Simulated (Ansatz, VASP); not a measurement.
Two plane-wave programs on B

```xyz
2
Lattice="-2.4291 2.6121 0.7866 2.6121 -2.4291 0.7866 1.9404 1.9404 -0.4514" Properties=species:S:1:pos:R:3 pbc="T T T"
B     2.2695   -2.0865    0.7866
B     0.1440    1.9794    0.5609
```

Alike in both runs: task single point; functional LDA; k mesh 22 × 22 × 13; occupations fermi-dirac, width 0.1 eV; no spin polarisation.

```csv
,VASP,Ansatz
version,VASP 6.6.1,Ansatz 0.2.0
potentials or method,"VASP PAW LDA potentials, release 64 (B), cutoff 520 eV","plane waves (420 eV) with PAW, scalar-relativistic"
valence electrons in the cell,6,6
```

Ansatz gave:

```
pressure (GPa)                                                : 9.0
traceless stress, the component that is largest in VASP (GPa) : 7.70
```

Q: What did VASP give for the same quantities?

A: Pressure (GPa): 9.1; traceless stress, the component that is largest in VASP (GPa): 7.73.

Ansatz warns that its potentials were made for another functional, while VASP's fit it. LDA's correlation is that of Perdew and Zunger in VASP and of Perdew and Wang (1992) in Ansatz.
